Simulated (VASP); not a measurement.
Input of a VASP 6.6.1 run:

The input INCAR:

```
ALGO     = Fast           # electronic algorithm
EDIFF    = 1E-6           # SCF threshold, eV
ENCUT    = 520            # plane-wave cutoff, eV
ISIF     = 2              # what is computed and relaxed
ISMEAR   = 0              # smearing method
LASPH    = True           # aspherical terms in the spheres
LCHARG   = False          # write CHGCAR
LREAL    = False          # projectors in reciprocal space
LWAVE    = False          # write WAVECAR
NBANDS   = 13             # bands
NELM     = 60             # most SCF steps
PREC     = Accurate       # precision mode
SIGMA    = 0.15           # smearing width, eV
```

File KPOINTS:

```
k-points
0
Gamma
  20 20 20
```

Contents of POSCAR:

```
Mo
1.0
   -1.4571313271      1.7682681075      1.4416522723
    1.4571313271     -1.7682681075      1.4416522723
    1.4571313271      1.7682681075     -1.4416522723
Mo
1
Direct
    0.0000000000      0.0000000000      0.0000000000
```

Potentials or basis: VASP PAW LDA potentials, release 64 (Mo_sv).

The run is started by

```bash
$ cat potpaw_LDA.64/Mo_sv/POTCAR > POTCAR
$ mpirun -np 1 vasp_std > vasp.out
```

Task: Estimate the band gap on the k mesh.

Result: Zero (bands 7 and 8 overlap by 5.11 eV).

Task: Predict the pressure.

Result: 8.7 GPa.

Stress tensor (GPa, compression positive):
```
 17.74   0.00   0.00
  0.00 -10.71   0.00
  0.00   0.00  19.13
```

Caveat: the cell differs from its parent crystal (strain +e along x and -e along y -0.1000, strain +e along z and -e/2 along x and y -0.0733); the cell stands under pressure.
